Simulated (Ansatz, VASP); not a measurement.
MnS: VASP beside Ansatz

```
CELL_PARAMETERS angstrom
3.00955 0.05391 -0.00232
0.05391 3.05967 0.00297
-0.00232 0.00297 3.03399
ATOMIC_POSITIONS crystal
Mn 0.49197 0.45499 0.49450
S 0.99351 0.02754 0.00652
```

Alike in both runs: task single point; functional PBEsol; k mesh 7 × 6 × 7; occupations methfessel-paxton of order 1, width 0.1 eV; collinear spin; Hubbard terms Mn d U = 2.9 eV, J = 0.9 eV.

|  | VASP | Ansatz |
| --- | --- | --- |
| version | VASP 6.6.1 | Ansatz 0.2.0 |
| potentials or method | VASP PAW PBE potentials, release 64 (Mn_pv, S), cutoff 520 eV | plane waves, PAW |
| valence electrons in the cell | 19 | 21 |

```tsv
	VASP	Ansatz	Ansatz less VASP
pressure (GPa)	11.1	10.5	-0.62
traceless stress, the component that is largest in VASP (GPa)	-0.87	-0.64	+0.227
rms of the force components (eV/Å)	0.236	0.207	-0.0284
net moment per atom (μB)	2.07	2.04	-0.036
size of the moment on the site where the two differ most (μB)	4.00	3.82	-0.174
```

VASP's potentials were made for PBE, not for PBEsol. Site moments also hang on the region over which each program counts them. The programs project onto different local orbitals, so the same U acts differently, and such runs can settle in different states. Atom by atom the forces differ by 0.030 eV/Å (rms over components). VASP's potentials hold 19 valence electrons a cell and Ansatz's 21, so a difference there can come from the potentials and not from the codes. Ansatz's warnings: filled band counts differ across k points, stability check not made, stress scf threshold loose.
